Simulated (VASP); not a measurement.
# Ge: single point with r2SCAN

The system is Ge.

```xyz
2
Lattice="-2.5397 2.5397 1.3785 2.5397 -2.5397 1.3785 2.5397 2.5397 -1.3785" Properties=species:S:1:pos:R:3 pbc="T T T"
Ge    0.0000    0.0000    1.3785
Ge    2.5397    0.0000    0.6893
```

- Program: VASP 6.6.1
- Task: single point
- Functional: r2SCAN
- Potentials or basis: VASP PAW PBE potentials, release 64 (Ge_d)
- Cutoff: 520 eV
- k mesh: 11 × 11 × 11
- Occupations: fermi-dirac, width 0.05 eV
- Spin: no spin polarisation
- Dipole correction: no
- Further INCAR settings: ALGO = Normal; EDIFF = 1e-07; NBANDS = 21

```yaml
Pressure: 4.0 GPa
Band_gap_on_the_k_mesh: zero (bands 14 and 15 overlap by 5.23 eV)
```

Stress tensor (GPa, compression positive):
```
3.85 0.00 0.00
0.00 3.85 0.00
0.00 0.00 4.44
```

Levels at points of the mesh, in eV from the Fermi level:
```
           k point  band 11  band 12  band 13  band 14  band 15  band 16  band 17  band 18
(0.00, 0.00, 0.00)   -14.36    -4.03    -2.72    -2.72     3.61     8.21     8.21     8.87
```

Run time: 13 min on 1 thread of Intel Xeon 8259CL, on a shared host, peak memory 0.22 GiB.

Caveat: the cell stands under pressure; the PAW data sets were made with another functional, which shifts forces and pressure a little.
